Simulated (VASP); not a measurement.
# MgB2 (P6/mmm) in VASP: notebook

Runs on MgB2. Level: PBE. Tasks: electric field gradients.

Everything below comes from runs of VASP 6.6.1. Logs are shortened: lines on timing, memory, paths and dates and some standing lists are left out, and cuts for length are marked.

## Step 1: The cell of the first run

It takes space group P6/mmm (No. 191, hexagonal). Conventional cell: a = 3.077 Å, b = 3.077 Å, c = 3.520 Å, α = 90.00°, β = 90.00°, γ = 120.00°. Within 3.3 Å of Mg (site symmetry 6/mmm) lie 12 B at 2.50 Å and 6 Mg at 3.08 Å. B (site symmetry -6m2) has 3 B at 1.78 Å within 2.4 Å.

## Step 2: Electric field gradients, PBE

File INCAR:

```
PREC = Accurate
ENCUT = 520
EDIFF = 1E-8
ISMEAR = 0
SIGMA = 0.05
LREAL = F
LASPH = T
NELM = 80
ALGO = Normal
ISIF = 2
LWAVE = F
LCHARG = F
GGA = PE
LEFG = T
NBANDS = 11
```

File KPOINTS:

```
regular mesh
0
Gamma
  14 14 12
```

File POSCAR:

```
MgB2
1.0
    3.0767859579      0.0000000000      0.0000000000
   -1.5383929789      2.6645748015      0.0000000000
    0.0000000000      0.0000000000      3.5196969375
Mg B
1 2
Direct
    0.0000000000      0.0000000000      0.0000000000
    0.3333333333      0.6666666667      0.5000000000
    0.6666666667      0.3333333333      0.5000000000
```

Potentials or basis: VASP PAW PBE potentials, release 64 (Mg, B).

Launch:

```console
cat potpaw_PBE.64/Mg/POTCAR potpaw_PBE.64/B/POTCAR > POTCAR
mpirun -np 1 vasp_std > vasp.out
```

OUTCAR:

```text
PREC = Accurate
   ENCUT = 520
   EDIFF = 1E-8
   ISMEAR = 0
   LREAL = F
   LASPH = T
   NELM = 80
   ISIF = 2
   GGA = PE

 ion  position               nearest neighbor table
   1  0.000  0.000  0.000-   2 2.50   3 2.50   2 2.50   3 2.50   2 2.50   2 2.50   3 2.50   3 2.50
                             3 2.50   3 2.50   2 2.50   2 2.50
   2  0.333  0.667  0.500-   3 1.78   3 1.78   3 1.78   1 2.50   1 2.50   1 2.50   1 2.50   1 2.50
                             1 2.50
   3  0.667  0.333  0.500-   2 1.78   2 1.78   2 1.78   1 2.50   1 2.50   1 2.50   1 2.50   1 2.50
                             1 2.50

  LATTYP: Found a hexagonal cell.
 ALAT       =     3.0767859579
 C/A-ratio  =     1.1439524834

  Lattice vectors:

 A1 = (   3.0767859579,   0.0000000000,   0.0000000000)
 A2 = (  -1.5383929789,   2.6645748015,   0.0000000000)
 A3 = (   0.0000000000,   0.0000000000,   3.5196969375)

Analysis of symmetry for initial positions (statically):
=====================================================================
 Subroutine PRICEL returns:
 Original cell was already a primitive cell.

 Routine SETGRP: Setting up the symmetry group for a
 hexagonal supercell.

 Subroutine GETGRP returns: Found 24 space group operations
 (whereof 24 operations were pure point group operations)
 out of a pool of 24 trial point group operations.

The static configuration has the point symmetry D_6h.

Analysis of symmetry for dynamics (positions and initial velocities):
=====================================================================
 Subroutine PRICEL returns:
 Original cell was already a primitive cell.

 Routine SETGRP: Setting up the symmetry group for a
 hexagonal supercell.

 Subroutine GETGRP returns: Found 24 space group operations
 (whereof 24 operations were pure point group operations)
 out of a pool of 24 trial point group operations.

The dynamic configuration has the point symmetry D_6h.

 Subroutine INISYM returns: Found 24 space group operations
 (whereof 24 operations are pure point group operations),
 and found     1 'primitive' translations

----------------------------------------------------------------------------------------

                                     Primitive cell

  volume of cell :      28.8556

  direct lattice vectors                    reciprocal lattice vectors
     3.076785958  0.000000000  0.000000000     0.325014484  0.187647200  0.000000000
    -1.538392979  2.664574802  0.000000000     0.000000000  0.375294399  0.000000000
     0.000000000  0.000000000  3.519696938     0.000000000  0.000000000  0.284115371

  length of vectors
     3.076785958  3.076785958  3.519696938     0.375294399  0.375294399  0.284115371

  position of ions in fractional coordinates (direct lattice)
     0.000000000  0.000000000  0.000000000
     0.333333333  0.666666667  0.500000000
     0.666666667  0.333333333  0.500000000

  ion indices of the primitive-cell ions
   primitive index   ion index
                 1           1
                 2           2
                 3           3

----------------------------------------------------------------------------------------

 KPOINTS: regular mesh

Automatic generation of k-mesh.
 Grid dimensions read from file:
 generate k-points for:   14   14   12

 Generating k-lattice:

  Cartesian coordinates                     Fractional coordinates (reciprocal lattice)
     0.023215320  0.013403371  0.000000000     0.071428571  0.000000000  0.000000000
     0.000000000  0.026806743  0.000000000     0.000000000  0.071428571  0.000000000
     0.000000000  0.000000000  0.023676281     0.000000000  0.000000000  0.083333333

  Length of vectors
     0.026806743  0.026806743  0.023676281

  Shift w.r.t. Gamma in fractional coordinates (k-lattice)
     0.000000000  0.000000000  0.000000000

 Subroutine IBZKPT returns following result:
 ===========================================

 Found    168 irreducible k-points:

 Following reciprocal coordinates:
            Coordinates               Weight
  0.000000  0.000000  0.000000      1.000000
  0.071429  0.000000  0.000000      6.000000
  0.142857 -0.000000  0.000000      6.000000
  0.214286  0.000000  0.000000      6.000000
  0.285714  0.000000  0.000000      6.000000
  0.357143  0.000000  0.000000      6.000000
[... 16 lines left out ...]
  0.285714  0.285714  0.000000      6.000000
  0.357143  0.285714  0.000000      6.000000
 [... further k-points ...]
   k-points           NKPTS =    168   k-points in BZ     NKDIM =    168   number of bands    NBANDS=     11
   number of dos      NEDOS =    301   number of ions     NIONS =      3
   total plane-waves  NPLWV =  16128
   dimension x,y,z NGX =    24 NGY =   24 NGZ =   28
   dimension x,y,z NGXF=    48 NGYF=   48 NGZF=   56
   ions per type =               1   2
   NGX,Y,Z   is equivalent  to a cutoff of  12.97, 12.97, 13.23 a.u.
   NGXF,Y,Z  is equivalent  to a cutoff of  25.94, 25.94, 26.45 a.u.
 SYSTEM =  unknown system
   PREC   = accura    normal or accurate (medium, high low for compatibility)
   ISTART =      0    job   : 0-new  1-cont  2-samecut
   ICHARG =      2    charge: 1-file 2-atom 10-const
   ISPIN  =      1    spin polarized calculation?
   LNONCOLLINEAR =      F non collinear calculations
   LSORBIT =      F    spin-orbit coupling
   LASPH  =      T    aspherical Exc in radial PAW
   ENCUT  =  520.0 eV  38.22 Ry    6.18 a.u.   5.72  5.72  6.54*2*pi/ulx,y,z
   NELM   =     80;   NELMIN=  2; NELMDL= -5     # of ELM steps
   EDIFF  = 0.1E-07   stopping-criterion for ELM
   LREAL  =      F    real-space projection
   EDIFFG = 0.1E-06   stopping-criterion for IOM
   NSW    =      0    number of steps for IOM
   IBRION =     -1    ionic relax: 0-MD 1-quasi-New 2-CG
   NFREE  =      0    steps in history (QN), initial steepest desc. (CG)
   ISIF   =      2    stress and relaxation
   ISYM   =      2    0-nonsym 1-usesym 2-fastsym
   POTIM  = 0.5000    time-step for ionic-motion
   TEBEG  =    0.0;   TEEND  =   0.0 temperature during run
   PSTRESS=    0.0 pullay stress
   NELECT =       8.0000    total number of electrons
   NUPDOWN=      -1.0000    fix difference up-down
   EMIN   =  10.00;   EMAX   =-10.00  energy-range for DOS
   EFERMI =   0.00;   METHOD = LEGACY
   ISMEAR =     0;   SIGMA  =   0.05  broadening in eV -4-tet -1-fermi 0-gaus
   EFERMI_NEDOS =   21; number of points for ismear=-14 and -15
   IALGO  =     38    algorithm
   IMIX   =      4    mixing-type and parameters
     AMIX     =   0.40;   BMIX     =  1.00
     AMIX_MAG =   1.60;   BMIX_MAG =  1.00
  volume/ion in A,a.u.               =       9.62        64.91
  Fermi-wavevector in a.u.,A,eV,Ry     =   1.067484  2.017252 15.504137  1.139522
  Thomas-Fermi vector in A             =   2.203102
   LORBIT       =      0    0 simple, 1 ext, 2 COOP (PROOUT), +10 PAW based schemes
   GGA     = PE    functional components
   LHFCALC =     F    Hartree Fock is set to
   AEXX    =    0.0000 exact exchange contribution
   IVDW    =     0    specifies the selected vdW correction
   LEPSILON=     F    determine dielectric tensor
   LRPA    =     F    only Hartree local field effects (RPA)
 non-spin polarized calculation
 Gauss-broadening in eV      SIGMA  =   0.05
  energy-cutoff  :      520.00
  volume of cell :       28.86
 maximum number of plane-waves:       792
 NGX is ok and might be reduce to    24
   NGX = 11   NGY = 11   NGZ = 13

 number of electron       8.0000000 magnetization

 Free energy of the ion-electron system (eV)
  ---------------------------------------------------
  ext. energy  EPLUGINS =         0.00000000
  ---------------------------------------------------
  free energy    TOTEN  =       -15.32467624 eV

  energy without entropy =      -15.32378876  energy(sigma->0) =      -15.32423250

 E-fermi :   5.3149     XC(G=0): -10.9348

 val. band max:        5.3080067943   @ k =   0.1429  -0.0000   0.5000
 cond. band min:       5.3206196356   @ k =   0.0714   0.0000   0.1667
 fundamental gap:      0.0126128413
 Fermi energy:         5.3148566947

 k-point     1 :       0.0000    0.0000    0.0000
  band No.  band energies     occupation
      1      -7.1439      2.00000
      2       2.3438      2.00000
      3       5.6834      0.00000
      4       5.6834      0.00000
      5       6.9481      0.00000
      6      11.6540      0.00000
      7      11.6540      0.00000
      8      13.4778      0.00000
      9      15.3042      0.00000
     10      18.0523      0.00000
     11      21.4984      0.00000

 k-point     2 :       0.0714    0.0000    0.0000
  band No.  band energies     occupation
      1      -7.0549      2.00000
      2       2.4306      2.00000
      3       5.2234      1.99031
      4       5.4685      0.00001
      5       7.0273      0.00000
      6      11.5981      0.00000
      7      12.0490      0.00000
      8      13.6729      0.00000
      9      14.9836      0.00000
     10      18.5028      0.00000
     11      21.0550      0.00000

 k-point     3 :       0.1429   -0.0000    0.0000
  band No.  band energies     occupation
      1      -6.7887      2.00000
      2       2.6901      2.00000
      3       4.0912      2.00000
      4       4.9627      2.00000
      5       7.2726      0.00000
      6      11.3133      0.00000
      7      13.0895      0.00000
      8      14.1030      0.00000
      9      14.2047      0.00000
     10      19.6710      0.00000
     11      20.1985      0.00000
[... 267 lines left out ...]
 k-point    23 :       0.2857    0.2857    0.0000
  band No.  band energies     occupation
      1      -3.0727      2.00000
      2      -1.1419      2.00000
      3      -0.0010      2.00000
      4       6.1137      0.00000
      5       8.1197      0.00000
      6      10.7500      0.00000
      7      11.9709      0.00000
      8      14.1484      0.00000
      9      14.4469      0.00000
     10      17.0644      0.00000
     11      17.3819      0.00000

 k-point    24 :       0.3571    0.2857    0.0000
  band No.  band energies     occupation
      1      -2.3045      2.00000
      2      -1.8149      2.00000
      3      -0.3061      2.00000
      4       6.6832      0.00000
      5       7.5158      0.00000
      6      11.2724      0.00000
      7      11.6153      0.00000
      8      14.2147      0.00000
      9      14.2827      0.00000
     10      17.1675      0.00000
     11      18.2398      0.00000

 [... further k-points ...]

------------------------ aborting loop because EDIFF is reached ----------------------------------------

  FORCE on cell =-STRESS in cart. coord.  units (eV):
  Direction    XX          YY          ZZ          XY          YZ          ZX
  --------------------------------------------------------------------------------------
  -------------------------------------------------------------------------------------
  Total       -0.0333222     -0.0333222     -0.0708990     -0.0000000     -0.0000000     -0.0000000
  in kB       -1.8501808     -1.8501808     -3.9365921     -0.0000000     -0.0000000     -0.0000000
  external PRESSURE =      -2.5456512 kB  Pullay stress =       0.0000000 kB

 VOLUME and BASIS-vectors are now :
 -----------------------------------------------------------------------------
  energy-cutoff  :      520.00
  volume of cell :       28.86
      direct lattice vectors                 reciprocal lattice vectors
     3.076785958  0.000000000  0.000000000     0.325014484  0.187647200  0.000000000
    -1.538392979  2.664574802  0.000000000     0.000000000  0.375294399  0.000000000
     0.000000000  0.000000000  3.519696938     0.000000000  0.000000000  0.284115371

 POSITION                                       TOTAL-FORCE (eV/Angst)
 -----------------------------------------------------------------------------------
      0.00000      0.00000      0.00000        -0.000000      0.000000      0.000000
     -0.00000      1.77638      1.75985         0.000000     -0.000000      0.000000
      1.53839      0.88819      1.75985        -0.000000      0.000000      0.000000
 -----------------------------------------------------------------------------------
    total drift:                                0.000000     -0.000000      0.000000

  FREE ENERGIE OF THE ION-ELECTRON SYSTEM (eV)
  ---------------------------------------------------
  free  energy   TOTEN  =       -15.3246762400 eV

  energy  without entropy=      -15.3237887560  energy(sigma->0) =      -15.32423250

 Electric field gradients (V/A^2)
---------------------------------------------------------------------
 ion       V_xx      V_yy      V_zz      V_xy      V_xz      V_yz
---------------------------------------------------------------------
   1       0.125     0.125    -0.251    -0.000    -0.000    -0.000
   2      -9.927    -9.927    19.853    -0.000     0.000     0.000
   3      -9.927    -9.927    19.853    -0.000     0.000     0.000
---------------------------------------------------------------------

 Electric field gradients after diagonalization (V/A^2)
 (convention: |V_zz| > |V_xx| > |V_yy|)
----------------------------------------------------------------------
 ion       V_xx      V_yy      V_zz     asymmetry (V_yy - V_xx)/ V_zz
----------------------------------------------------------------------
   1       0.125     0.125    -0.251       0.000
   2      -9.927    -9.927    19.853       0.000
   3      -9.927    -9.927    19.853       0.000
----------------------------------------------------------------------

           NMR quadrupolar parameters

 Cq : quadrupolar parameter    Cq=e*Q*V_zz/h
 eta: asymmetry parameters     (V_yy - V_xx)/ V_zz
 Q  : nuclear electric quadrupole moment in mb (millibarn)
----------------------------------------------------------------------
 ion       Cq(MHz)       eta       Q (mb)
----------------------------------------------------------------------
   1      -0.001       0.000       1.000
   2       0.048       0.000       1.000
   3       0.048       0.000       1.000
----------------------------------------------------------------------
```

It took 16 s on 1 thread of Intel Xeon 6975P-C (Granite Rapids), shared host; peak memory 0.18 GiB.

Results:

- Free energy: -15.3247 eV
- Pressure: -0.3 GPa
- Band gap on the k mesh: zero (bands 4 and 5 overlap by 3.01 eV)
- Largest electric field gradient by atom: Mg -0.3; B +19.9 V/Å²

Stress tensor (GPa, compression positive):
```
-0.19  0.00  0.00
 0.00 -0.19  0.00
 0.00  0.00 -0.39
```

Electric field gradients, principal values (V/Å²):
```tsv
atom	least	middle	greatest (by size)
1 Mg	0.125	0.125	-0.251
2 B	-9.927	-9.927	19.853
3 B	-9.927	-9.927	19.853
```

Caveat: without QUAD_EFG the Cq values of the log hold for a quadrupole moment of 1 mb, not for the nuclei.

(Continued in part 2 of 2.)

The gap in the log of VASP goes by the Fermi energy; the results here count the filled bands.